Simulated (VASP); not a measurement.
# Cu3Pt (Pm-3m) in VASP: further runs, part 3 of 3

VASP 6.6.1. Earlier steps stand in the parts before.

## Step 5: Electric field gradients, LDA (volume scaled by 1.01)

INCAR

```
ALGO = Normal
EDIFF = 1E-8
ENCUT = 520
GGA = CA
ISIF = 2
ISMEAR = -1
LASPH = T
LCHARG = F
LEFG = T
LREAL = F
LWAVE = F
NBANDS = 30
NELM = 100
PREC = Accurate
SIGMA = 0.05
```

KPOINTS

```
k-points
0
Gamma
  9 9 9
```

POSCAR

```
Cu3Pt
1.0
    3.7223256719      0.0000000000      0.0000000000
    0.0000000000      3.7223256719      0.0000000000
    0.0000000000      0.0000000000      3.7223256719
Cu Pt
3 1
Direct
    0.0000000000      0.5000000000      0.5000000000
    0.5000000000      0.0000000000      0.5000000000
    0.5000000000      0.5000000000      0.0000000000
    0.0000000000      0.0000000000      0.0000000000
```

Potentials or basis: VASP PAW LDA potentials, release 64 (Cu, Pt).

Command:

```
cat potpaw_LDA.64/Cu/POTCAR potpaw_LDA.64/Pt/POTCAR > POTCAR
mpirun -np 1 vasp_std > vasp.out
```

OUTCAR:

```text
EDIFF = 1E-8
   ENCUT = 520
   GGA = CA
   ISIF = 2
   ISMEAR = -1
   LASPH = T
   LREAL = F
   NELM = 100
   PREC = Accurate

 ion  position               nearest neighbor table
   1  0.000  0.500  0.500-   2 2.63   3 2.63   4 2.63   3 2.63   4 2.63   2 2.63   4 2.63   4 2.63
                             2 2.63   3 2.63   3 2.63   2 2.63
   2  0.500  0.000  0.500-   1 2.63   3 2.63   4 2.63   3 2.63   4 2.63   1 2.63   3 2.63   3 2.63
                             1 2.63   4 2.63   4 2.63   1 2.63
   3  0.500  0.500  0.000-   1 2.63   2 2.63   4 2.63   1 2.63   2 2.63   2 2.63   4 2.63   2 2.63
                             1 2.63   4 2.63   1 2.63   4 2.63
   4  0.000  0.000  0.000-   1 2.63   2 2.63   3 2.63   1 2.63   2 2.63   1 2.63   3 2.63   1 2.63
                             2 2.63   3 2.63   2 2.63   3 2.63

  LATTYP: Found a simple cubic cell.
 ALAT       =     3.7223256719
[... 1024 lines left out ...]
   1      27.732   -13.866   -13.866    -0.000    -0.000    -0.000
   2     -13.866    27.732   -13.866     0.000    -0.000    -0.000
   3     -13.866   -13.866    27.732    -0.000    -0.000    -0.000
   4      -0.000    -0.000     0.000    -0.000     0.000     0.000
---------------------------------------------------------------------

 Electric field gradients after diagonalization (V/A^2)
 (convention: |V_zz| > |V_xx| > |V_yy|)
----------------------------------------------------------------------
 ion       V_xx      V_yy      V_zz     asymmetry (V_yy - V_xx)/ V_zz
----------------------------------------------------------------------
   1     -13.866   -13.866    27.732       0.000
   2     -13.866   -13.866    27.732       0.000
   3     -13.866   -13.866    27.732       0.000
   4       0.000    -0.000    -0.000       1.143
----------------------------------------------------------------------

           NMR quadrupolar parameters

 Cq : quadrupolar parameter    Cq=e*Q*V_zz/h
 eta: asymmetry parameters     (V_yy - V_xx)/ V_zz
 Q  : nuclear electric quadrupole moment in mb (millibarn)
----------------------------------------------------------------------
 ion       Cq(MHz)       eta       Q (mb)
----------------------------------------------------------------------
   1       0.067       0.000       1.000
   2       0.067       0.000       1.000
   3       0.067       0.000       1.000
   4      -0.000       1.143       1.000
----------------------------------------------------------------------
```

OSZICAR:

```text
N       E                     dE             d eps       ncg     rms          rms(c)
DAV:   1     0.341059465455E+03    0.34106E+03   -0.18845E+04  2276   0.231E+03
DAV:   2     0.915845371423E+01   -0.33190E+03   -0.31405E+03  2106   0.399E+02
DAV:   3    -0.243797229884E+02   -0.33538E+02   -0.31623E+02  2332   0.158E+02
DAV:   4    -0.253731646949E+02   -0.99344E+00   -0.98977E+00  2898   0.338E+01
DAV:   5    -0.253895794508E+02   -0.16415E-01   -0.16412E-01  3166   0.331E+00    0.182E+01
DAV:   6    -0.253163781418E+02    0.73201E-01   -0.34501E+01  2358   0.160E+02    0.122E+01
DAV:   7    -0.220792068578E+02    0.32372E+01   -0.15040E+01  2730   0.930E+01    0.340E+00
DAV:   8    -0.220219227324E+02    0.57284E-01   -0.61754E-01  2922   0.717E+00    0.179E+00
DAV:   9    -0.220018042156E+02    0.20119E-01   -0.52175E-02  2954   0.232E+00    0.478E-01
DAV:  10    -0.219989980348E+02    0.28062E-02   -0.10052E-02  2930   0.116E+00    0.175E-01
DAV:  11    -0.219987425319E+02    0.25550E-03   -0.11623E-03  3062   0.921E-01    0.861E-02
DAV:  12    -0.219986802862E+02    0.62246E-04   -0.52990E-04  3040   0.295E-01    0.194E-02
DAV:  13    -0.219986780814E+02    0.22048E-05   -0.68978E-06  3270   0.370E-02    0.122E-02
DAV:  14    -0.219986758420E+02    0.22394E-05   -0.71989E-06  2812   0.236E-02    0.117E-03
DAV:  15    -0.219986758668E+02   -0.24846E-07   -0.30028E-07  2776   0.738E-03    0.119E-03
DAV:  16    -0.219986758643E+02    0.25402E-08   -0.11494E-08  1506   0.138E-03
   1 F= -.21998676E+02 E0= -.21991656E+02  d E =-.140394E-01
```

stdout:

```text
POSCAR found type information on POSCAR CuPt
 POSCAR found :  2 types and       4 ions
 scaLAPACK will be used
 LDA part: xc-table for (Slater(with rela. corr.)+CA(PZ))
 , standard interpolation
 POSCAR, INCAR and KPOINTS ok, starting setup
 FFT: planning ... GRIDC
 FFT: planning ... GRID_SOFT
 FFT: planning ... GRID
 WAVECAR not read
 entering main loop
ion   1

ion   2

ion   3

ion   4
```

Run time: 24 s. Hardware: 1 thread of Intel Xeon 6975P-C (Granite Rapids), shared host; peak memory 0.17 GiB.

What came out:

* Free energy: -21.9987 eV
* Pressure: -12.8 GPa

Electric field gradients, principal values (V/Å²):
```tsv
atom	least	middle	greatest (by size)
1 Cu	-13.866	-13.866	27.732
2 Cu	-13.866	-13.866	27.732
3 Cu	-13.866	-13.866	27.732
4 Pt	0.000	0.000	0.000
```

Caveat: without QUAD_EFG the Cq values of the log hold for a quadrupole moment of 1 mb, not for the nuclei; spin-orbit coupling is left out, which moves the levels of the heavy elements.

## Step 6: Electric field gradients, LDA (volume scaled by 1.04)

INCAR

```
PREC = Accurate
ENCUT = 520
EDIFF = 1E-8
ISMEAR = -1
SIGMA = 0.05
LREAL = False
LASPH = True
NELM = 100
ALGO = Normal
ISIF = 2
LWAVE = False
LCHARG = False
GGA = CA
LEFG = True
NBANDS = 30
```

KPOINTS

```
regular mesh
0
Gamma
  9 9 9
```

POSCAR

```
Cu3Pt
1.0
    3.7588213882      0.0000000000      0.0000000000
    0.0000000000      3.7588213882      0.0000000000
    0.0000000000      0.0000000000      3.7588213882
Cu Pt
3 1
Direct
    0.0000000000      0.5000000000      0.5000000000
    0.5000000000      0.0000000000      0.5000000000
    0.5000000000      0.5000000000      0.0000000000
    0.0000000000      0.0000000000      0.0000000000
```

Potentials or basis: VASP PAW LDA potentials, release 64 (Cu, Pt).

Command:

```
cat potpaw_LDA.64/Cu/POTCAR potpaw_LDA.64/Pt/POTCAR > POTCAR
mpirun -np 1 vasp_std > vasp.out
```

OUTCAR:

```text
PREC = Accurate
   ENCUT = 520
   EDIFF = 1E-8
   ISMEAR = -1
   LREAL = False
   LASPH = True
   NELM = 100
   ISIF = 2
   GGA = CA

 ion  position               nearest neighbor table
   1  0.000  0.500  0.500-   2 2.66   3 2.66   4 2.66   3 2.66   4 2.66   2 2.66   4 2.66   4 2.66
                             2 2.66   3 2.66   3 2.66   2 2.66
   2  0.500  0.000  0.500-   1 2.66   3 2.66   4 2.66   3 2.66   4 2.66   1 2.66   3 2.66   3 2.66
                             1 2.66   4 2.66   4 2.66   1 2.66
   3  0.500  0.500  0.000-   1 2.66   2 2.66   4 2.66   1 2.66   2 2.66   2 2.66   4 2.66   2 2.66
                             1 2.66   4 2.66   1 2.66   4 2.66
   4  0.000  0.000  0.000-   1 2.66   2 2.66   3 2.66   1 2.66   2 2.66   1 2.66   3 2.66   1 2.66
                             2 2.66   3 2.66   2 2.66   3 2.66

  LATTYP: Found a simple cubic cell.
 ALAT       =     3.7588213882

  Lattice vectors:

 A1 = (   3.7588213882,   0.0000000000,   0.0000000000)
 A2 = (   0.0000000000,   3.7588213882,   0.0000000000)
 A3 = (   0.0000000000,   0.0000000000,   3.7588213882)

Analysis of symmetry for initial positions (statically):
=====================================================================
 Subroutine PRICEL returns:
[... 999 lines left out ...]
      1.87941      1.87941      0.00000         0.000000      0.000000      0.000000
      0.00000      0.00000      0.00000         0.000000      0.000000      0.000000
 -----------------------------------------------------------------------------------
    total drift:                                0.000000      0.000000      0.000000

  FREE ENERGIE OF THE ION-ELECTRON SYSTEM (eV)
  ---------------------------------------------------
  free  energy   TOTEN  =       -21.8576139912 eV

  energy  without entropy=      -21.8439501318  energy(sigma->0) =      -21.85078206

 Electric field gradients (V/A^2)
---------------------------------------------------------------------
 ion       V_xx      V_yy      V_zz      V_xy      V_xz      V_yz
---------------------------------------------------------------------
   1      26.142   -13.071   -13.071    -0.000    -0.000     0.000
   2     -13.071    26.142   -13.071     0.000    -0.000     0.000
   3     -13.071   -13.071    26.142    -0.000     0.000     0.000
   4      -0.000    -0.000    -0.000    -0.000     0.000    -0.000
---------------------------------------------------------------------

 Electric field gradients after diagonalization (V/A^2)
 (convention: |V_zz| > |V_xx| > |V_yy|)
----------------------------------------------------------------------
 ion       V_xx      V_yy      V_zz     asymmetry (V_yy - V_xx)/ V_zz
----------------------------------------------------------------------
   1     -13.071   -13.071    26.142       0.000
   2     -13.071   -13.071    26.142       0.000
   3     -13.071   -13.071    26.142       0.000
   4      -0.000    -0.000    -0.000      -0.091
----------------------------------------------------------------------

           NMR quadrupolar parameters

 Cq : quadrupolar parameter    Cq=e*Q*V_zz/h
 eta: asymmetry parameters     (V_yy - V_xx)/ V_zz
 Q  : nuclear electric quadrupole moment in mb (millibarn)
----------------------------------------------------------------------
 ion       Cq(MHz)       eta       Q (mb)
----------------------------------------------------------------------
   1       0.063       0.000       1.000
   2       0.063       0.000       1.000
   3       0.063       0.000       1.000
   4      -0.000      -0.091       1.000
----------------------------------------------------------------------
```

OSZICAR:

```text
N       E                     dE             d eps       ncg     rms          rms(c)
DAV:   1     0.348440727884E+03    0.34844E+03   -0.18894E+04  2220   0.230E+03
DAV:   2     0.117110691005E+02   -0.33673E+03   -0.31746E+03  2136   0.404E+02
DAV:   3    -0.241282141522E+02   -0.35839E+02   -0.33534E+02  2372   0.163E+02
DAV:   4    -0.251986711919E+02   -0.10705E+01   -0.10671E+01  2910   0.348E+01
DAV:   5    -0.252174102551E+02   -0.18739E-01   -0.18737E-01  3170   0.348E+00    0.177E+01
DAV:   6    -0.253338278089E+02   -0.11642E+00   -0.35484E+01  2358   0.161E+02    0.125E+01
DAV:   7    -0.219370218209E+02    0.33968E+01   -0.15472E+01  2714   0.922E+01    0.319E+00
DAV:   8    -0.218787502282E+02    0.58272E-01   -0.64657E-01  2820   0.724E+00    0.164E+00
DAV:   9    -0.218612600537E+02    0.17490E-01   -0.56878E-02  2718   0.232E+00    0.522E-01
DAV:  10    -0.218578735634E+02    0.33865E-02   -0.10580E-02  3122   0.127E+00    0.163E-01
DAV:  11    -0.218577023344E+02    0.17123E-03   -0.10288E-03  3280   0.822E-01    0.952E-02
DAV:  12    -0.218576195862E+02    0.82748E-04   -0.61563E-04  3068   0.303E-01    0.201E-02
DAV:  13    -0.218576173744E+02    0.22118E-05   -0.76946E-06  3236   0.393E-02    0.148E-02
DAV:  14    -0.218576139759E+02    0.33985E-05   -0.10146E-05  2970   0.280E-02    0.174E-03
DAV:  15    -0.218576139975E+02   -0.21550E-07   -0.43838E-07  2632   0.794E-03    0.133E-03
DAV:  16    -0.218576139912E+02    0.62237E-08   -0.20307E-08  1708   0.142E-03
   1 F= -.21857614E+02 E0= -.21850782E+02  d E =-.136639E-01
```

stdout:

```text
POSCAR found type information on POSCAR CuPt
 POSCAR found :  2 types and       4 ions
 scaLAPACK will be used
 LDA part: xc-table for (Slater(with rela. corr.)+CA(PZ))
 , standard interpolation
 POSCAR, INCAR and KPOINTS ok, starting setup
 FFT: planning ... GRIDC
 FFT: planning ... GRID_SOFT
 FFT: planning ... GRID
 WAVECAR not read
 entering main loop
ion   1

ion   2

ion   3

ion   4
```

Wall time 24 s (1 thread of Intel Xeon 6975P-C (Granite Rapids), shared host); peak memory 0.17 GiB.

What came out:

```
Free energy : -21.8576 eV
Pressure    : -16.7 GPa
```

Levels at points of the mesh, in eV from the Fermi level:
```
           k point  band 19  band 20  band 21  band 22  band 23  band 24
(0.00, 0.00, 0.00)    -0.14    -0.14    -0.14     1.93     1.93     1.93
```

Electric field gradients, principal values (V/Å²):
```
atom    least   middle  greatest (by size)
1 Cu  -13.071  -13.071              26.142
2 Cu  -13.071  -13.071              26.142
3 Cu  -13.071  -13.071              26.142
4 Pt    0.000    0.000               0.000
```

Caveat: without QUAD_EFG the Cq values of the log hold for a quadrupole moment of 1 mb, not for the nuclei; spin-orbit coupling is left out, which moves the levels of the heavy elements.

## Step 7: The runs side by side

```csv
cell,gap on the mesh (eV),pressure (GPa)
"a = 3.685 Å, 4 atoms",none,-8.0
"a = 3.722 Å, 4 atoms",none,-12.8
"a = 3.759 Å, 4 atoms",none,-16.7
```

Alike in all rows: task electric field gradients; level LDA; potentials or basis VASP PAW LDA potentials, release 64 (Cu, Pt); no spin polarisation; k mesh 9 × 9 × 9; cutoff (eV) 520; smearing fermi-dirac 0.05 eV.

Caveats: spin-orbit coupling is left out, which moves the levels of the heavy elements.

Total energies depend on the potentials used, so only differences within one code and one set of settings carry meaning.
